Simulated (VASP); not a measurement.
# Na (P6/mmm) in VASP: further runs

Runs on Na. Level: PBE. Tasks: single point.

Program: VASP 6.6.1. These are calculated values, not measurements. Logs are shortened: lines on timing, memory, paths and dates and some standing lists are left out, and cuts for length are marked.

## (1) The cell of the first run

Symmetry: P6/mmm, No. 191, hexagonal system. Conventional cell: a = 3.558 Å, b = 3.558 Å, c = 3.332 Å, α = 90.00°, β = 90.00°, γ = 120.00°. Within 4.4 Å of Na (site symmetry 6/mmm) lie 8 Na at 3.33 to 3.56 Å.

This isn't the form of Na at room conditions, which is bcc.

## (2) Single point, PBE

Contents of INCAR:

```
SYSTEM = Na
PREC = Accurate
ENCUT = 520
EDIFF = 1E-7
ISMEAR = -1
SIGMA = 0.08
LREAL = .FALSE.
LASPH = .TRUE.
NELM = 80
ALGO = Normal
ISIF = 2
LWAVE = .FALSE.
LCHARG = .TRUE.
GGA = PE
LELF = .TRUE.
LVHAR = .TRUE.
NBANDS = 10
```

Contents of KPOINTS:

```
Automatic mesh
0
G
  13 13 12
  0 0 0
```

Contents of POSCAR:

```
Na
1.0
    3.5579769829      0.0000000000      0.0000000000
   -1.7789884914      3.0812984533      0.0000000000
    0.0000000000      0.0000000000      3.3315474253
Na
1
Direct
    0.0000000000      0.0000000000      0.0000000000
```

Potentials or basis: VASP PAW PBE potentials, release 64 (Na_pv).

The run is started by

```sh
$ cat potpaw_PBE.64/Na_pv/POTCAR > POTCAR
$ mpirun -np 1 vasp_std > vasp.out
```

OUTCAR:

```text
SYSTEM = Na
   PREC = Accurate
   ENCUT = 520
   EDIFF = 1E-7
   ISMEAR = -1
   LREAL = .FALSE.
   LASPH = .TRUE.
   NELM = 80
   ISIF = 2
   GGA = PE

 ion  position               nearest neighbor table
   1  0.000  0.000  0.000-

  LATTYP: Found a hexagonal cell.
 ALAT       =     3.5579769829
 C/A-ratio  =     0.9363600274

  Lattice vectors:

 A1 = (   3.5579769829,   0.0000000000,   0.0000000000)
 A2 = (  -1.7789884914,   3.0812984533,   0.0000000000)
 A3 = (   0.0000000000,   0.0000000000,   3.3315474253)

Analysis of symmetry for initial positions (statically):
=====================================================================
 Subroutine PRICEL returns:
 Original cell was already a primitive cell.

 Routine SETGRP: Setting up the symmetry group for a
 hexagonal supercell.

 Subroutine GETGRP returns: Found 24 space group operations
 (whereof 24 operations were pure point group operations)
 out of a pool of 24 trial point group operations.

The static configuration has the point symmetry D_6h.

Analysis of symmetry for dynamics (positions and initial velocities):
=====================================================================
 Subroutine PRICEL returns:
 Original cell was already a primitive cell.

 Routine SETGRP: Setting up the symmetry group for a
 hexagonal supercell.

 Subroutine GETGRP returns: Found 24 space group operations
 (whereof 24 operations were pure point group operations)
 out of a pool of 24 trial point group operations.

The dynamic configuration has the point symmetry D_6h.

 Subroutine INISYM returns: Found 24 space group operations
 (whereof 24 operations are pure point group operations),
 and found     1 'primitive' translations

----------------------------------------------------------------------------------------

                                     Primitive cell

  volume of cell :      36.5244

  direct lattice vectors                    reciprocal lattice vectors
     3.557976983  0.000000000  0.000000000     0.281058592  0.162269254  0.000000000
    -1.778988491  3.081298453  0.000000000     0.000000000  0.324538507  0.000000000
     0.000000000  0.000000000  3.331547425     0.000000000  0.000000000  0.300160818

  length of vectors
     3.557976983  3.557976983  3.331547425     0.324538507  0.324538507  0.300160818

  position of ions in fractional coordinates (direct lattice)
     0.000000000  0.000000000  0.000000000

  ion indices of the primitive-cell ions
   primitive index   ion index
                 1           1

[... 70 lines left out ...]
   NELM   =     80;   NELMIN=  2; NELMDL= -5     # of ELM steps
   EDIFF  = 0.1E-06   stopping-criterion for ELM
   LREAL  =      F    real-space projection
   EDIFFG = 0.1E-05   stopping-criterion for IOM
   NSW    =      0    number of steps for IOM
   IBRION =     -1    ionic relax: 0-MD 1-quasi-New 2-CG
   NFREE  =      0    steps in history (QN), initial steepest desc. (CG)
   ISIF   =      2    stress and relaxation
   ISYM   =      2    0-nonsym 1-usesym 2-fastsym
   POTIM  = 0.5000    time-step for ionic-motion
   TEBEG  =    0.0;   TEEND  =   0.0 temperature during run
   PSTRESS=    0.0 pullay stress
   NELECT =       7.0000    total number of electrons
   NUPDOWN=      -1.0000    fix difference up-down
   EMIN   =  10.00;   EMAX   =-10.00  energy-range for DOS
   EFERMI =   0.00;   METHOD = LEGACY
   ISMEAR =    -1;   SIGMA  =   0.08  broadening in eV -4-tet -1-fermi 0-gaus
   EFERMI_NEDOS =   21; number of points for ismear=-14 and -15
   IALGO  =     38    algorithm
   IMIX   =      4    mixing-type and parameters
     AMIX     =   0.40;   BMIX     =  1.00
     AMIX_MAG =   1.60;   BMIX_MAG =  1.00
  volume/ion in A,a.u.               =      36.52       246.48
  Fermi-wavevector in a.u.,A,eV,Ry     =   0.943872  1.783660 12.121360  0.890895
  Thomas-Fermi vector in A             =   2.071622
   LORBIT       =      0    0 simple, 1 ext, 2 COOP (PROOUT), +10 PAW based schemes
   GGA     = PE    functional components
   LHFCALC =     F    Hartree Fock is set to
   AEXX    =    0.0000 exact exchange contribution
   IVDW    =     0    specifies the selected vdW correction
   LEPSILON=     F    determine dielectric tensor
   LRPA    =     F    only Hartree local field effects (RPA)
 non-spin polarized calculation
  energy-cutoff  :      520.00
  volume of cell :       36.52
 maximum number of plane-waves:      1008
 NGX is ok and might be reduce to    28
   NGX = 13   NGY = 13   NGZ = 13

 number of electron       6.9999991 magnetization

 Free energy of the ion-electron system (eV)
  ---------------------------------------------------
  ext. energy  EPLUGINS =         0.00000000
  ---------------------------------------------------
  free energy    TOTEN  =        -1.24881074 eV

  energy without entropy =       -1.23902142  energy(sigma->0) =       -1.24391608

 E-fermi :   0.4189     XC(G=0):  -6.5364

 val. band max:        0.3878708462   @ k =   0.0000   0.0000   0.5000
 cond. band min:       0.4366016237   @ k =   0.4615  -0.0000   0.0000
 fundamental gap:      0.0487307775
 Fermi energy:         0.4188851815

 k-point     1 :       0.0000    0.0000    0.0000
  band No.  band energies     occupation
      1     -24.6078      2.00000
      2     -24.6078      2.00000
      3     -24.6072      2.00000
      4      -2.9295      2.00000
      5       9.1875      0.00000
      6      10.3284      0.00000
      7      11.4283      0.00000
      8      11.4283      0.00000
      9      12.5409      0.00000
     10      12.6518      0.00000
[... 287 lines left out ...]
 k-point    24 :       0.1538   -0.0000    0.0833
  band No.  band energies     occupation
      1     -24.6173      2.00000
      2     -24.6101      2.00000
      3     -24.6098      2.00000
      4      -2.4455      2.00000
      5       7.7431      0.00000
      6       8.4803      0.00000
      7      10.2715      0.00000
      8      10.8450      0.00000
      9      12.9978      0.00000
     10      14.6125      0.00000

 [... further k-points ...]
[... 5 lines left out ...]
  --------------------------------------------------------------------------------------
  -------------------------------------------------------------------------------------
  Total        0.0855413      0.0855413      0.0865106      0.0000000     -0.0000000      0.0000000
  in kB        3.7523508      3.7523508      3.7948717      0.0000000     -0.0000000      0.0000000
  external PRESSURE =       3.7665245 kB  Pullay stress =       0.0000000 kB

 VOLUME and BASIS-vectors are now :
 -----------------------------------------------------------------------------
  energy-cutoff  :      520.00
  volume of cell :       36.52
      direct lattice vectors                 reciprocal lattice vectors
     3.557976983  0.000000000  0.000000000     0.281058592  0.162269254  0.000000000
    -1.778988491  3.081298453  0.000000000     0.000000000  0.324538507  0.000000000
     0.000000000  0.000000000  3.331547425     0.000000000  0.000000000  0.300160818

 POSITION                                       TOTAL-FORCE (eV/Angst)
 -----------------------------------------------------------------------------------
      0.00000      0.00000      0.00000         0.000000      0.000000      0.000000
 -----------------------------------------------------------------------------------
    total drift:                               -0.000000      0.000000     -0.000000

  FREE ENERGIE OF THE ION-ELECTRON SYSTEM (eV)
  ---------------------------------------------------
  free  energy   TOTEN  =        -1.2488107371 eV

  energy  without entropy=       -1.2390214219  energy(sigma->0) =       -1.24391608
```

OSZICAR:

```text
N       E                     dE             d eps       ncg     rms          rms(c)
DAV:   1     0.278988430782E+02    0.27899E+02   -0.37360E+03  2950   0.580E+02
DAV:   2    -0.589227975697E+00   -0.28488E+02   -0.28308E+02  3030   0.149E+02
DAV:   3    -0.124553262453E+01   -0.65630E+00   -0.65563E+00  3674   0.241E+01
DAV:   4    -0.125062087342E+01   -0.50882E-02   -0.50879E-02  3494   0.205E+00
DAV:   5    -0.125068917776E+01   -0.68304E-04   -0.68304E-04  3386   0.235E-01    0.222E-01
DAV:   6    -0.124962897573E+01    0.10602E-02   -0.56176E-04  3538   0.287E-01    0.149E-01
DAV:   7    -0.124881940431E+01    0.80957E-03   -0.12044E-03  3424   0.347E-01    0.180E-02
DAV:   8    -0.124881028297E+01    0.91213E-05   -0.62581E-05  3476   0.129E-01    0.307E-03
DAV:   9    -0.124881082537E+01   -0.54241E-06   -0.51175E-07  3264   0.593E-03    0.128E-03
DAV:  10    -0.124881071236E+01    0.11302E-06   -0.14470E-07  3322   0.415E-03    0.179E-04
DAV:  11    -0.124881073714E+01   -0.24786E-07   -0.19797E-09  1768   0.409E-04
   1 F= -.12488107E+01 E0= -.12439161E+01  d E =-.978932E-02
```

Wall time 31 s (1 thread of AMD EPYC 7R43 (Zen 3), shared host); peak memory 0.14 GiB.

What came out:

```
Free energy            : -1.2488 eV
Pressure               : 0.4 GPa
Band gap on the k mesh : zero (an odd number of electrons rules out a gap without spin polarisation)
```

## (3) Single point, PBE, collinear spin, zero start

This run uses another cell than the first one, of 38.45 Å³/atom.

Contents of INCAR:

```
SYSTEM = Na
  ALGO = Normal
  EDIFF = 1E-6
  ENCUT = 520
  GGA = PE
  ISIF = 2
  ISMEAR = -1
  ISPIN = 2
  LASPH = .True.
  LCHARG = .False.
  LORBIT = 11
  LREAL = .False.
  LWAVE = .False.
  MAGMOM = 0
  NBANDS = 14
  NELM = 150
  PREC = Accurate
  SIGMA = 0.08
```

Contents of KPOINTS:

```
k-points
0
Gamma
  16 16 15
  0 0 0
```

Contents of POSCAR:

```
Na
1.0
    3.6146556995      0.0000000000      0.0000000000
   -1.8073278498      3.1303836617      0.0000000000
    0.0000000000      0.0000000000      3.3977763575
Na
1
Direct
    0.0000000000      0.0000000000      0.0000000000
```

Potentials or basis: VASP PAW PBE potentials, release 64 (Na_pv).

The run is started by

```sh
$ cat potpaw_PBE.64/Na_pv/POTCAR > POTCAR
$ mpirun -np 1 vasp_std > vasp.out
```

It took 2.3 min on 1 thread of AMD EPYC 7R43 (Zen 3), shared host; peak memory 0.25 GiB.

It converged, with:

| Quantity | Value |
| --- | --- |
| Free energy | -1.2502 eV |
| Pressure | 0.0 GPa |
| Net moment | 0.00 μB per cell |
| Valence electrons inside the program's atomic spheres | Na 6.06 |

Levels at points of the mesh, in eV from the Fermi level:
Spin up:
```tsv
k point	band 2	band 3	band 4	band 5	band 6	band 7
(0.00, 0.00, 0.00)	-25.02	-25.02	-3.20	8.54	9.54	10.78
(0.50, 0.00, 0.00)	-25.03	-25.01	0.46	0.84	7.80	8.00
```
Spin down:
```csv
k point,band 2,band 3,band 4,band 5,band 6,band 7
"(0.00, 0.00, 0.00)",-25.02,-25.02,-3.20,8.54,9.54,10.78
"(0.50, 0.00, 0.00)",-25.03,-25.01,0.46,0.84,7.80,8.00
```
